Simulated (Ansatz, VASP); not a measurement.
## Pd: VASP beside Ansatz

```xyz
1
Lattice="0.0000 1.9449 1.9449 1.9449 0.0000 1.9449 1.9449 1.9449 0.0000" Properties=species:S:1:pos:R:3 pbc="T T T"
Pd    0.0000    0.0000    0.0000
```

Alike in both runs: task electric field gradients; functional PBE; k mesh 18 × 18 × 18; occupations fermi-dirac, width 0.05 eV; no spin polarisation.

```csv
,VASP,Ansatz
version,VASP 6.6.1,Ansatz 0.2.0
potentials or method,"VASP PAW PBE potentials, release 64 (Pd), cutoff 520 eV","all-electron PAW with datasets made for the crystal, scalar-relativistic"
```

```csv
,VASP,Ansatz,Ansatz less VASP
pressure (GPa),7.3,7.5,+0.25
```

Ansatz ran all-electron here, and VASP with PAW potentials. Ansatz's warnings: band levels unverified.
